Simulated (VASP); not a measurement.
Write the native input for VASP 6.6.1 that does the following.

```yaml
Task: single point
Functional: LDA
Potentials_or_basis: VASP PAW LDA potentials, release 64 (K_sv, Na_pv, I, Cl)
Cutoff: 520 eV
k_mesh: 6 × 6 × 4
Occupations: gaussian, width 0.05 eV
Spin: no spin polarisation
Dipole_correction: no
Further_INCAR_settings: ALGO = Normal; EDIFF = 1e-06; NBANDS = 23
```

The structure of KNaICl lies in POSCAR:

```
KNaICl
1.0
    4.0830392756      0.0000000000      0.0000000000
    0.0000000000      4.7164169358      0.0000000000
    0.0000000000      0.0000000000      6.2608948866
K Na I Cl
1 1 1 1
Direct
    0.5000000000      0.5000000000      0.5000000000
    0.0000000000      0.0000000000      0.0000000000
    0.5000000000      0.5000000000      0.0000000000
    0.0000000000      0.0000000000      0.5000000000
```

This cell differs from its parent crystal: strain +e along x and -e along y -0.0733, strain +e along z and -e/2 along x and y -0.0367.

The input as run:

INCAR

```
PREC = Accurate
ENCUT = 520
EDIFF = 1E-6
ISMEAR = 0
SIGMA = 0.05
LREAL = False
LASPH = True
NELM = 80
ALGO = Normal
ISIF = 2
LWAVE = False
LCHARG = False
GGA = CA
NBANDS = 23
```

KPOINTS

```
regular mesh
0
Gamma
  6 6 4
```

Potentials or basis: VASP PAW LDA potentials, release 64 (K_sv, Na_pv, I, Cl).

Run with:

```console
$ cat potpaw_LDA.64/K_sv/POTCAR potpaw_LDA.64/Na_pv/POTCAR potpaw_LDA.64/I/POTCAR potpaw_LDA.64/Cl/POTCAR > POTCAR
$ mpirun -np 1 vasp_std > vasp.out
```

It gave:

- Pressure: 0.1 GPa
- Band gap on the k mesh: 3.46 eV, direct

Caveat: the cell differs from its parent crystal (strain +e along x and -e along y -0.0733, strain +e along z and -e/2 along x and y -0.0367); spin-orbit coupling is left out, which moves the levels of the heavy elements.

It took 54 s on 1 thread of AMD EPYC 9R45 96-Core Processor (Zen 5), on a shared host, peak memory 0.25 GiB.
